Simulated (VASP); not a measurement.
# Hf (Im-3m) in VASP: a series of runs, part 2 of 2

VASP 6.6.1. Earlier steps stand in the parts before.

## 5. Single point, r2SCAN (volume scaled by 0.800)

Input file POSCAR:

```
Hf
1.0
   -1.6429388300      1.6429388300      1.6429388300
    1.6429388300     -1.6429388300      1.6429388300
    1.6429388300      1.6429388300     -1.6429388300
Hf
1
Direct
    0.0000000000      0.0000000000      0.0000000000
```

Input file INCAR.step1:

```
SYSTEM = Hf
ALGO = Normal ; EDIFF = 1E-4
ENCUT = 520 ; GGA = PE
ISMEAR = 0 ; LASPH = .TRUE.
LCHARG = .FALSE. ; LREAL = .FALSE.
LWAVE = .TRUE. ; NBANDS = 11
NELM = 80 ; PREC = Accurate
SIGMA = 0.05
```

Input file INCAR.step2:

```
SYSTEM = Hf
ALGO = Normal ; EDIFF = 1E-7
ENCUT = 520 ; ISIF = 2
ISMEAR = 0 ; ISTART = 1
LASPH = .TRUE. ; LCHARG = .FALSE.
LMIXTAU = .TRUE. ; LREAL = .FALSE.
LWAVE = .FALSE. ; METAGGA = R2SCAN
NBANDS = 11 ; NELM = 80
PREC = Accurate ; SIGMA = 0.05
```

Input file KPOINTS:

```
k-points
0
G
  20 20 20
  0 0 0
```

Potentials or basis: VASP PAW PBE potentials, release 64 (Hf_pv).

The run is started by

```
$ cat potpaw_PBE.64/Hf_pv/POTCAR > POTCAR
$ cp INCAR.step1 INCAR
$ mpirun -np 1 vasp_std > vasp.out
$ cp INCAR.step2 INCAR
$ mpirun -np 1 vasp_std > vasp.out
```

OUTCAR:

```text
SYSTEM = Hf
   EDIFF = 1E-7
   ENCUT = 520
   ISIF = 2
   ISMEAR = 0
   ISTART = 1
   LASPH = .TRUE.
   LREAL = .FALSE.
   METAGGA = R2SCAN
   NELM = 80
   PREC = Accurate

 ion  position               nearest neighbor table
   1  0.000  0.000  0.000-

  LATTYP: Found a body centered cubic cell.
 ALAT       =     3.2858776600

  Lattice vectors:

 A1 = (  -1.6429388300,   1.6429388300,   1.6429388300)
 A2 = (   1.6429388300,  -1.6429388300,   1.6429388300)
 A3 = (   1.6429388300,   1.6429388300,  -1.6429388300)

Analysis of symmetry for initial positions (statically):
=====================================================================
 Subroutine PRICEL returns:
 Original cell was already a primitive cell.

 Routine SETGRP: Setting up the symmetry group for a
 body centered cubic supercell.

 Subroutine GETGRP returns: Found 48 space group operations
 (whereof 48 operations were pure point group operations)
 out of a pool of 48 trial point group operations.

The static configuration has the point symmetry O_h .

Analysis of symmetry for dynamics (positions and initial velocities):
=====================================================================
 Subroutine PRICEL returns:
 Original cell was already a primitive cell.

 Routine SETGRP: Setting up the symmetry group for a
 body centered cubic supercell.

 Subroutine GETGRP returns: Found 48 space group operations
 (whereof 48 operations were pure point group operations)
 out of a pool of 48 trial point group operations.

The dynamic configuration has the point symmetry O_h .

 Subroutine INISYM returns: Found 48 space group operations
 (whereof 48 operations are pure point group operations),
 and found     1 'primitive' translations

----------------------------------------------------------------------------------------

                                     Primitive cell

  volume of cell :      17.7388

  direct lattice vectors                    reciprocal lattice vectors
    -1.642938830  1.642938830  1.642938830     0.000000000  0.304332694  0.304332694
     1.642938830 -1.642938830  1.642938830     0.304332694  0.000000000  0.304332694
     1.642938830  1.642938830 -1.642938830     0.304332694  0.304332694  0.000000000

  length of vectors
     2.845653527  2.845653527  2.845653527     0.430391423  0.430391423  0.430391423

  position of ions in fractional coordinates (direct lattice)
     0.000000000  0.000000000  0.000000000

  ion indices of the primitive-cell ions
   primitive index   ion index
                 1           1

----------------------------------------------------------------------------------------

 KPOINTS: k-points

Automatic generation of k-mesh.
 Grid dimensions read from file:
 generate k-points for:   20   20   20

 Generating k-lattice:

  Cartesian coordinates                     Fractional coordinates (reciprocal lattice)
     0.000000000  0.015216635  0.015216635     0.050000000  0.000000000  0.000000000
     0.015216635  0.000000000  0.015216635     0.000000000  0.050000000  0.000000000
     0.015216635  0.015216635  0.000000000     0.000000000  0.000000000  0.050000000

  Length of vectors
     0.021519571  0.021519571  0.021519571

  Shift w.r.t. Gamma in fractional coordinates (k-lattice)
     0.000000000  0.000000000  0.000000000

 Subroutine IBZKPT returns following result:
 ===========================================

 Found    256 irreducible k-points:

 Following reciprocal coordinates:
            Coordinates               Weight
  0.000000  0.000000  0.000000      1.000000
  0.050000  0.000000  0.000000     12.000000
  0.100000  0.000000  0.000000     12.000000
  0.150000  0.000000  0.000000     12.000000
  0.200000  0.000000  0.000000     12.000000
  0.250000  0.000000  0.000000     12.000000
[... 16 lines left out ...]
  0.200000  0.100000  0.000000     48.000000
  0.250000  0.100000  0.000000     48.000000
 [... further k-points ...]
   k-points           NKPTS =    256   k-points in BZ     NKDIM =    256   number of bands    NBANDS=     11
   number of dos      NEDOS =    301   number of ions     NIONS =      1
   total plane-waves  NPLWV =  13824
   dimension x,y,z NGX =    24 NGY =   24 NGZ =   24
   dimension x,y,z NGXF=    48 NGYF=   48 NGZF=   48
   ions per type =               1
   NGX,Y,Z   is equivalent  to a cutoff of  14.02, 14.02, 14.02 a.u.
   NGXF,Y,Z  is equivalent  to a cutoff of  28.04, 28.04, 28.04 a.u.
 SYSTEM =  Hf
   PREC   = accura    normal or accurate (medium, high low for compatibility)
   ISTART =      1    job   : 0-new  1-cont  2-samecut
   ICHARG =      0    charge: 1-file 2-atom 10-const
   ISPIN  =      1    spin polarized calculation?
   LNONCOLLINEAR =      F non collinear calculations
   LSORBIT =      F    spin-orbit coupling
   LASPH  =      T    aspherical Exc in radial PAW
   ENCUT  =  520.0 eV  38.22 Ry    6.18 a.u.   5.29  5.29  5.29*2*pi/ulx,y,z
   NELM   =     80;   NELMIN=  2; NELMDL=  0     # of ELM steps
   EDIFF  = 0.1E-06   stopping-criterion for ELM
   LREAL  =      F    real-space projection
   EDIFFG = 0.1E-05   stopping-criterion for IOM
   NSW    =      0    number of steps for IOM
   IBRION =     -1    ionic relax: 0-MD 1-quasi-New 2-CG
   NFREE  =      0    steps in history (QN), initial steepest desc. (CG)
   ISIF   =      2    stress and relaxation
   ISYM   =      2    0-nonsym 1-usesym 2-fastsym
   POTIM  = 0.5000    time-step for ionic-motion
   TEBEG  =    0.0;   TEEND  =   0.0 temperature during run
   PSTRESS=    0.0 pullay stress
   NELECT =      10.0000    total number of electrons
   NUPDOWN=      -1.0000    fix difference up-down
   EMIN   =  10.00;   EMAX   =-10.00  energy-range for DOS
   EFERMI =   0.00;   METHOD = LEGACY
   ISMEAR =     0;   SIGMA  =   0.05  broadening in eV -4-tet -1-fermi 0-gaus
   EFERMI_NEDOS =   21; number of points for ismear=-14 and -15
   IALGO  =     38    algorithm
   IMIX   =      4    mixing-type and parameters
     AMIX     =   0.40;   BMIX     =  1.00
     AMIX_MAG =   1.60;   BMIX_MAG =  1.00
  volume/ion in A,a.u.               =      17.74       119.71
  Fermi-wavevector in a.u.,A,eV,Ry     =   1.352384  2.555636 24.884283  1.828943
  Thomas-Fermi vector in A             =   2.479727
   LORBIT       =      0    0 simple, 1 ext, 2 COOP (PROOUT), +10 PAW based schemes
   METAGGA = R2SCAN    functional components
   LHFCALC =     F    Hartree Fock is set to
   AEXX    =    0.0000 exact exchange contribution
   IVDW    =     0    specifies the selected vdW correction
   LEPSILON=     F    determine dielectric tensor
   LRPA    =     F    only Hartree local field effects (RPA)
 non-spin polarized calculation
 Gauss-broadening in eV      SIGMA  =   0.05
  energy-cutoff  :      520.00
  volume of cell :       17.74
 maximum number of plane-waves:       490
 NGX is ok and might be reduce to    24
   NGX = 11   NGY = 11   NGZ = 11

 number of electron      10.0000002 magnetization

 Free energy of the ion-electron system (eV)
  ---------------------------------------------------
  ext. energy  EPLUGINS =         0.00000000
  ---------------------------------------------------
  free energy    TOTEN  =       -44.57483852 eV

  energy without entropy =      -44.57351931  energy(sigma->0) =      -44.57417891

 E-fermi :   6.1453     XC(G=0): -13.4041

 val. band max:        6.1403251548   @ k =  -0.4000  -0.4500   0.1500
 cond. band min:       6.1715439092   @ k =  -0.3500   0.3500   0.1000
 fundamental gap:      0.0312187544
 Fermi energy:         6.1453496951

 k-point     1 :       0.0000    0.0000    0.0000
  band No.  band energies     occupation
      1     -23.8781      2.00000
      2     -23.8781      2.00000
      3     -23.8781      2.00000
      4      -1.9070      2.00000
      5       8.0538      0.00000
      6       8.0538      0.00000
      7       8.0538      0.00000
      8      11.5929      0.00000
      9      11.5929      0.00000
     10      19.1091      0.00000
     11      21.2929      0.00000
[... 309 lines left out ...]
 k-point    24 :       0.2500    0.1000    0.0000
  band No.  band energies     occupation
      1     -25.0938      2.00000
      2     -24.2607      2.00000
      3     -23.9531      2.00000
      4       1.6255      2.00000
      5       5.9434      2.00000
      6       6.3276      0.00000
      7      10.8069      0.00000
      8      12.4717      0.00000
      9      12.7062      0.00000
     10      19.1090      0.00000
     11      21.4028      0.00000

 [... further k-points ...]

------------------------ aborting loop because EDIFF is reached ----------------------------------------

  FORCE on cell =-STRESS in cart. coord.  units (eV):
  Direction    XX          YY          ZZ          XY          YZ          ZX
  --------------------------------------------------------------------------------------
  -------------------------------------------------------------------------------------
  Total        3.4711058      3.4711058      3.4711058      0.0000000      0.0000000      0.0000000
  in kB      313.5120684    313.5120684    313.5120684      0.0000000      0.0000000      0.0000000
  external PRESSURE =     313.5120684 kB  Pullay stress =       0.0000000 kB

 VOLUME and BASIS-vectors are now :
 -----------------------------------------------------------------------------
  energy-cutoff  :      520.00
  volume of cell :       17.74
      direct lattice vectors                 reciprocal lattice vectors
    -1.642938830  1.642938830  1.642938830     0.000000000  0.304332694  0.304332694
     1.642938830 -1.642938830  1.642938830     0.304332694  0.000000000  0.304332694
     1.642938830  1.642938830 -1.642938830     0.304332694  0.304332694  0.000000000

 POSITION                                       TOTAL-FORCE (eV/Angst)
 -----------------------------------------------------------------------------------
      0.00000      0.00000      0.00000         0.000000      0.000000     -0.000000
 -----------------------------------------------------------------------------------
    total drift:                               -0.000000      0.000000      0.000000

  FREE ENERGIE OF THE ION-ELECTRON SYSTEM (eV)
  ---------------------------------------------------
  free  energy   TOTEN  =       -44.5748385181 eV

  energy  without entropy=      -44.5735193078  energy(sigma->0) =      -44.57417891
```

OUTCAR.step1:

```text
SYSTEM = Hf
   EDIFF = 1E-4
   ENCUT = 520
   GGA = PE
   ISMEAR = 0
   LASPH = .TRUE.
[... 554 lines left out ...]
 -----------------------------------------------------------------------------------
      0.00000      0.00000      0.00000        -0.000000      0.000000      0.000000
 -----------------------------------------------------------------------------------
    total drift:                                0.000000      0.000000     -0.000000

  FREE ENERGIE OF THE ION-ELECTRON SYSTEM (eV)
  ---------------------------------------------------
  free  energy   TOTEN  =        -9.3593438499 eV

  energy  without entropy=       -9.3583230131  energy(sigma->0) =       -9.35883343
```

It took 2.3 min on 1 thread of Intel Xeon Platinum 8259CL at 2.50GHz (Skylake/Cascade Lake), shared host; peak memory 0.18 GiB.

Results:

- Free energy: -44.5748 eV
- Pressure: 31.4 GPa
- Band gap on the k mesh: zero (band 5 reaches 8.05 eV, above the bottom of band 6 at 5.15 eV)

Caveat: the PAW data sets were made with another functional, which shifts forces and pressure a little; spin-orbit coupling is left out, which moves the levels of the heavy elements.

## 6. Overview

| cell | k mesh | gap on the mesh (eV) | pressure (GPa) |
| --- | --- | --- | --- |
| a = 3.065 Å, angles 109.5°, 1 atom | 18 × 18 × 18 | none | -0.6 |
| a = 2.797 Å, angles 109.5°, 1 atom | 20 × 20 × 20 | none | 42.3 |
| a = 3.106 Å, angles 109.5°, 1 atom | 18 × 18 × 18 | none | -4.4 |
| a = 2.846 Å, angles 109.5°, 1 atom | 20 × 20 × 20 | none | 31.4 |

Alike in all rows: task single point; level r2SCAN; potentials or basis VASP PAW PBE potentials, release 64 (Hf_pv); no spin polarisation; cutoff (eV) 520; smearing gaussian 0.05 eV.

Caveats: the PAW data sets were made with another functional, which shifts forces and pressure a little; spin-orbit coupling is left out, which moves the levels of the heavy elements.

Total energies depend on the potentials used, so only differences within one code and one set of settings carry meaning.
